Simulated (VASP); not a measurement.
**Si3N4: single point with PBE**

The system is Si3N4.

```
CELL_PARAMETERS angstrom
7.86070 0.00000 0.00000
-3.93035 6.80757 0.00000
0.00000 0.00000 2.91390
ATOMIC_POSITIONS crystal
Si 0.77101 0.17798 0.25000
Si 0.59303 0.77101 0.75000
Si 0.82202 0.59303 0.25000
Si 0.22899 0.82202 0.75000
Si 0.40697 0.22899 0.25000
Si 0.17798 0.40697 0.75000
N 0.03173 0.33060 0.25000
N 0.70113 0.03173 0.75000
N 0.66940 0.70113 0.25000
N 0.96827 0.66940 0.75000
N 0.29887 0.96827 0.25000
N 0.33060 0.29887 0.75000
N 0.66667 0.33333 0.25000
N 0.33333 0.66667 0.75000
```

```json
{
 "Program": "VASP 6.6.1",
 "Task": "single point",
 "Functional": "PBE",
 "Potentials or basis": "VASP PAW PBE potentials, release 64 (Si, N)",
 "Cutoff": "520 eV",
 "k mesh": "3 × 3 × 7",
 "Occupations": "gaussian, width 0.01 eV",
 "Spin": "no spin polarisation",
 "Dipole correction": "no",
 "Further INCAR settings": "ALGO = Normal; EDIFF = 1e-07; NBANDS = 45"
}
```

- Pressure: -9.9 GPa
- Largest force: 0.006 eV/Å
- Band gap on the k mesh: 4.17 eV, indirect (least direct gap 4.18 eV)

Forces in eV/Å, atoms in the order of the input:
```
Si   0.006  0.000  0.000
Si   0.003  0.005  0.000
Si  -0.003  0.005  0.000
Si  -0.006  0.000  0.000
Si  -0.003 -0.005  0.000
Si   0.003 -0.005  0.000
N   -0.001  0.000  0.000
N    0.000 -0.001  0.000
N    0.001 -0.001  0.000
N    0.001  0.000  0.000
N    0.000  0.001  0.000
N   -0.001  0.001  0.000
N    0.000  0.000  0.000
N    0.000  0.000  0.000
```

Stress tensor (GPa, compression positive):
```
-13.59   0.00   0.00
  0.00 -13.59   0.00
  0.00   0.00  -2.55
```

Levels at points of the mesh, in eV from the valence-band top:
| k point | band 30 | band 31 | band 32 | band 33 | band 34 | band 35 |
| --- | --- | --- | --- | --- | --- | --- |
| (0.00, 0.00, 0.00) | -0.45 | -0.22 | 0.00 | 4.18 | 4.53 | 4.84 |

Wall time 68 s on 1 thread of Intel(R) Xeon(R) Platinum 8375C CPU @ 2.90GHz (Ice Lake), with other jobs on the host, peak memory 0.28 GiB.

A k mesh can miss the band edges. A hybrid or GW would open this gap; PBE tends to underestimate it.
